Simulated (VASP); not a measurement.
# RbBr (Fm-3m) in VASP: single point with PBE

Aim: the single point of RbBr with PBE.

Everything below comes from runs of VASP 6.6.1. Logs are shortened: lines on timing, memory, paths and dates and some standing lists are left out, and cuts for length are marked.

### Step 1. The cell of the first run

It takes space group Fm-3m (No. 225, cubic). Conventional cell: a = 6.932 Å, b = 6.932 Å, c = 6.932 Å, α = 90.00°, β = 90.00°, γ = 90.00°. Rb (site symmetry m-3m) has 6 Br at 3.47 Å within 4.6 Å. Within 4.6 Å of Br (site symmetry m-3m) lie 6 Rb at 3.47 Å.

### Step 2. Single point, PBE

File INCAR:

```
SYSTEM = RbBr
  ALGO = Normal
  EDIFF = 1E-6
  ENCUT = 520
  GGA = PE
  ISIF = 2
  ISMEAR = -1
  LASPH = .True.
  LCHARG = .False.
  LREAL = .False.
  LWAVE = .False.
  NBANDS = 15
  NELM = 80
  PREC = Accurate
  SIGMA = 0.0638
```

File KPOINTS:

```
k-points
0
Gamma
  6 6 6
  0 0 0
```

File POSCAR:

```
RbBr
1.0
    0.0000000000      3.4660350000      3.4660350000
    3.4660350000      0.0000000000      3.4660350000
    3.4660350000      3.4660350000      0.0000000000
Rb Br
1 1
Direct
    0.0000000000      0.0000000000      0.0000000000
    0.5000000000      0.5000000000      0.5000000000
```

Potentials or basis: VASP PAW PBE potentials, release 64 (Rb_sv, Br).

Started as:

```
$ cat potpaw_PBE.64/Rb_sv/POTCAR potpaw_PBE.64/Br/POTCAR > POTCAR
$ mpirun -np 1 vasp_std > vasp.out
```

OUTCAR:

```text
SYSTEM = RbBr
   EDIFF = 1E-6
   ENCUT = 520
   GGA = PE
   ISIF = 2
   ISMEAR = -1
   LASPH = .True.
   LREAL = .False.
   NELM = 80
   PREC = Accurate

 ion  position               nearest neighbor table
   1  0.000  0.000  0.000-   2 3.47   2 3.47   2 3.47   2 3.47   2 3.47   2 3.47
   2  0.500  0.500  0.500-   1 3.47   1 3.47   1 3.47   1 3.47   1 3.47   1 3.47

  LATTYP: Found a face centered cubic cell.
 ALAT       =     6.9320700000

  Lattice vectors:

 A1 = (   0.0000000000,   3.4660350000,   3.4660350000)
 A2 = (   3.4660350000,   0.0000000000,   3.4660350000)
 A3 = (   3.4660350000,   3.4660350000,   0.0000000000)

Analysis of symmetry for initial positions (statically):
=====================================================================
 Subroutine PRICEL returns:
 Original cell was already a primitive cell.

 Routine SETGRP: Setting up the symmetry group for a
 face centered cubic supercell.

 Subroutine GETGRP returns: Found 48 space group operations
 (whereof 48 operations were pure point group operations)
 out of a pool of 48 trial point group operations.

The static configuration has the point symmetry O_h .

Analysis of symmetry for dynamics (positions and initial velocities):
=====================================================================
 Subroutine PRICEL returns:
 Original cell was already a primitive cell.

 Routine SETGRP: Setting up the symmetry group for a
 face centered cubic supercell.

 Subroutine GETGRP returns: Found 48 space group operations
 (whereof 48 operations were pure point group operations)
 out of a pool of 48 trial point group operations.

The dynamic configuration has the point symmetry O_h .

 Subroutine INISYM returns: Found 48 space group operations
 (whereof 48 operations are pure point group operations),
 and found     1 'primitive' translations

----------------------------------------------------------------------------------------

                                     Primitive cell

  volume of cell :      83.2777

  direct lattice vectors                    reciprocal lattice vectors
     0.000000000  3.466035000  3.466035000    -0.144257055  0.144257055  0.144257055
     3.466035000  0.000000000  3.466035000     0.144257055 -0.144257055  0.144257055
     3.466035000  3.466035000  0.000000000     0.144257055  0.144257055 -0.144257055

  length of vectors
     4.901713705  4.901713705  4.901713705     0.249860548  0.249860548  0.249860548

  position of ions in fractional coordinates (direct lattice)
     0.000000000  0.000000000  0.000000000
     0.500000000  0.500000000  0.500000000

  ion indices of the primitive-cell ions
   primitive index   ion index
                 1           1
                 2           2

----------------------------------------------------------------------------------------

 KPOINTS: k-points

Automatic generation of k-mesh.
 Grid dimensions read from file:
 generate k-points for:    6    6    6

 Generating k-lattice:

  Cartesian coordinates                     Fractional coordinates (reciprocal lattice)
    -0.024042842  0.024042842  0.024042842     0.166666667  0.000000000  0.000000000
     0.024042842 -0.024042842  0.024042842     0.000000000  0.166666667  0.000000000
     0.024042842  0.024042842 -0.024042842     0.000000000  0.000000000  0.166666667

  Length of vectors
     0.041643425  0.041643425  0.041643425

  Shift w.r.t. Gamma in fractional coordinates (k-lattice)
     0.000000000  0.000000000  0.000000000

 Subroutine IBZKPT returns following result:
 ===========================================

 Found     16 irreducible k-points:

 Following reciprocal coordinates:
            Coordinates               Weight
  0.000000  0.000000  0.000000      1.000000
  0.166667  0.000000  0.000000      8.000000
  0.333333  0.000000  0.000000      8.000000
  0.500000  0.000000  0.000000      4.000000
  0.166667  0.166667  0.000000      6.000000
  0.333333  0.166667  0.000000     24.000000
[... 8 lines left out ...]
 -0.333333  0.333333  0.166667     24.000000
 -0.333333  0.500000  0.166667     12.000000
   k-points           NKPTS =     16   k-points in BZ     NKDIM =     16   number of bands    NBANDS=     15
   number of dos      NEDOS =    301   number of ions     NIONS =      2
   total plane-waves  NPLWV =  46656
   dimension x,y,z NGX =    36 NGY =   36 NGZ =   36
   dimension x,y,z NGXF=    72 NGYF=   72 NGZF=   72
   ions per type =               1   1
   NGX,Y,Z   is equivalent  to a cutoff of  12.21, 12.21, 12.21 a.u.
   NGXF,Y,Z  is equivalent  to a cutoff of  24.42, 24.42, 24.42 a.u.
 SYSTEM =  RbBr
   PREC   = accura    normal or accurate (medium, high low for compatibility)
   ISTART =      0    job   : 0-new  1-cont  2-samecut
   ICHARG =      2    charge: 1-file 2-atom 10-const
   ISPIN  =      1    spin polarized calculation?
   LNONCOLLINEAR =      F non collinear calculations
   LSORBIT =      F    spin-orbit coupling
   LASPH  =      T    aspherical Exc in radial PAW
   ENCUT  =  520.0 eV  38.22 Ry    6.18 a.u.   9.11  9.11  9.11*2*pi/ulx,y,z
   NELM   =     80;   NELMIN=  2; NELMDL= -5     # of ELM steps
   EDIFF  = 0.1E-05   stopping-criterion for ELM
   LREAL  =      F    real-space projection
   EDIFFG = 0.1E-04   stopping-criterion for IOM
   NSW    =      0    number of steps for IOM
   IBRION =     -1    ionic relax: 0-MD 1-quasi-New 2-CG
   NFREE  =      0    steps in history (QN), initial steepest desc. (CG)
   ISIF   =      2    stress and relaxation
   ISYM   =      2    0-nonsym 1-usesym 2-fastsym
   POTIM  = 0.5000    time-step for ionic-motion
   TEBEG  =    0.0;   TEEND  =   0.0 temperature during run
   PSTRESS=    0.0 pullay stress
   NELECT =      16.0000    total number of electrons
   NUPDOWN=      -1.0000    fix difference up-down
   EMIN   =  10.00;   EMAX   =-10.00  energy-range for DOS
   EFERMI =   0.00;   METHOD = LEGACY
   ISMEAR =    -1;   SIGMA  =   0.06  broadening in eV -4-tet -1-fermi 0-gaus
   EFERMI_NEDOS =   21; number of points for ismear=-14 and -15
   IALGO  =     38    algorithm
   IMIX   =      4    mixing-type and parameters
     AMIX     =   0.40;   BMIX     =  1.00
     AMIX_MAG =   1.60;   BMIX_MAG =  1.00
  volume/ion in A,a.u.               =      41.64       280.99
  Fermi-wavevector in a.u.,A,eV,Ry     =   0.944652  1.785134 12.141398  0.892368
  Thomas-Fermi vector in A             =   2.072478
   LORBIT       =      0    0 simple, 1 ext, 2 COOP (PROOUT), +10 PAW based schemes
   GGA     = PE    functional components
   LHFCALC =     F    Hartree Fock is set to
   AEXX    =    0.0000 exact exchange contribution
   IVDW    =     0    specifies the selected vdW correction
   LEPSILON=     F    determine dielectric tensor
   LRPA    =     F    only Hartree local field effects (RPA)
 non-spin polarized calculation
  energy-cutoff  :      520.00
  volume of cell :       83.28
 maximum number of plane-waves:      2272
   NGX = 19   NGY = 19   NGZ = 19

 number of electron      15.9999997 magnetization

 Free energy of the ion-electron system (eV)
  ---------------------------------------------------
  ext. energy  EPLUGINS =         0.00000000
  ---------------------------------------------------
  free energy    TOTEN  =        -6.11055238 eV

  energy without entropy =       -6.11055238  energy(sigma->0) =       -6.11055238

 E-fermi :  -0.4079     XC(G=0):  -7.1001

 val. band max:       -1.8776717010   @ k =   0.0000   0.0000   0.0000
 cond. band min:       2.3995921184   @ k =   0.0000   0.0000   0.0000
 fundamental gap:      4.2772638194
 Fermi energy:        -0.4079217473

 k-point     1 :       0.0000    0.0000    0.0000
  band No.  band energies     occupation
      1     -26.3644      2.00000
      2     -14.0257      2.00000
      3     -10.4384      2.00000
      4     -10.4384      2.00000
      5     -10.4384      2.00000
      6      -1.8777      2.00000
      7      -1.8777      2.00000
      8      -1.8777      2.00000
      9       2.3996      0.00000
     10       5.3907      0.00000
     11       5.3907      0.00000
     12       5.3907      0.00000
     13       6.2556      0.00000
     14       6.2556      0.00000
     15       9.0334      0.00000

 k-point     2 :       0.1667    0.0000    0.0000
  band No.  band energies     occupation
      1     -26.3625      2.00000
      2     -14.0346      2.00000
      3     -10.4402      2.00000
      4     -10.4402      2.00000
      5     -10.4286      2.00000
      6      -2.1635      2.00000
      7      -1.9644      2.00000
      8      -1.9644      2.00000
      9       3.0171      0.00000
     10       5.2534      0.00000
     11       5.7082      0.00000
     12       5.7082      0.00000
     13       6.6405      0.00000
     14       6.6405      0.00000
     15       9.9966      0.00000

 k-point     3 :       0.3333    0.0000    0.0000
  band No.  band energies     occupation
      1     -26.3585      2.00000
      2     -14.0520      2.00000
      3     -10.4439      2.00000
      4     -10.4439      2.00000
      5     -10.4093      2.00000
      6      -2.6185      2.00000
      7      -2.1272      2.00000
      8      -2.1272      2.00000
      9       4.2518      0.00000
     10       5.3633      0.00000
     11       6.5907      0.00000
     12       6.5907      0.00000
     13       7.6041      0.00000
     14       7.6041      0.00000
     15       9.5051      0.00000
[... 199 lines left out ...]
 k-point    15 :      -0.3333    0.3333    0.1667
  band No.  band energies     occupation
      1     -26.3548      2.00000
      2     -14.0158      2.00000
      3     -10.5239      2.00000
      4     -10.5169      2.00000
      5     -10.4241      2.00000
      6      -2.4856      2.00000
      7      -2.2145      2.00000
      8      -2.1871      2.00000
      9       5.1019      0.00000
     10       5.3166      0.00000
     11       6.5251      0.00000
     12       6.7938      0.00000
     13       8.2078      0.00000
     14       8.8757      0.00000
     15       8.9129      0.00000

 k-point    16 :      -0.3333    0.5000    0.1667
  band No.  band energies     occupation
      1     -26.3543      2.00000
      2     -13.9944      2.00000
      3     -10.5733      2.00000
      4     -10.5253      2.00000
      5     -10.4432      2.00000
      6      -2.2857      2.00000
      7      -2.2650      2.00000
      8      -2.1349      2.00000
      9       4.4328      0.00000
     10       5.8450      0.00000
     11       6.0239      0.00000
     12       6.9288      0.00000
     13       7.9951      0.00000
     14       8.8484      0.00000
     15       9.2855      0.00000

------------------------ aborting loop because EDIFF is reached ----------------------------------------

  FORCE on cell =-STRESS in cart. coord.  units (eV):
  Direction    XX          YY          ZZ          XY          YZ          ZX
  --------------------------------------------------------------------------------------
  -------------------------------------------------------------------------------------
  Total        0.2598890      0.2598890      0.2598890     -0.0000000     -0.0000000     -0.0000000
  in kB        4.9999958      4.9999958      4.9999958     -0.0000000     -0.0000000     -0.0000000
  external PRESSURE =       4.9999958 kB  Pullay stress =       0.0000000 kB

 VOLUME and BASIS-vectors are now :
 -----------------------------------------------------------------------------
  energy-cutoff  :      520.00
  volume of cell :       83.28
      direct lattice vectors                 reciprocal lattice vectors
     0.000000000  3.466035000  3.466035000    -0.144257055  0.144257055  0.144257055
     3.466035000  0.000000000  3.466035000     0.144257055 -0.144257055  0.144257055
     3.466035000  3.466035000  0.000000000     0.144257055  0.144257055 -0.144257055

 POSITION                                       TOTAL-FORCE (eV/Angst)
 -----------------------------------------------------------------------------------
      0.00000      0.00000      0.00000         0.000000      0.000000      0.000000
      3.46604      3.46604      3.46604        -0.000000     -0.000000     -0.000000
 -----------------------------------------------------------------------------------
    total drift:                                0.000000      0.000000      0.000000

  FREE ENERGIE OF THE ION-ELECTRON SYSTEM (eV)
  ---------------------------------------------------
  free  energy   TOTEN  =        -6.1105523787 eV

  energy  without entropy=       -6.1105523786  energy(sigma->0) =       -6.11055238
```

Run time: 14 s. Hardware: 1 thread of AMD EPYC 7R13 (Zen 3), shared host; peak memory 0.18 GiB.

Results:

```
Free energy            : -6.1106 eV
Pressure               : 0.5 GPa
Band gap on the k mesh : 4.28 eV, direct
```
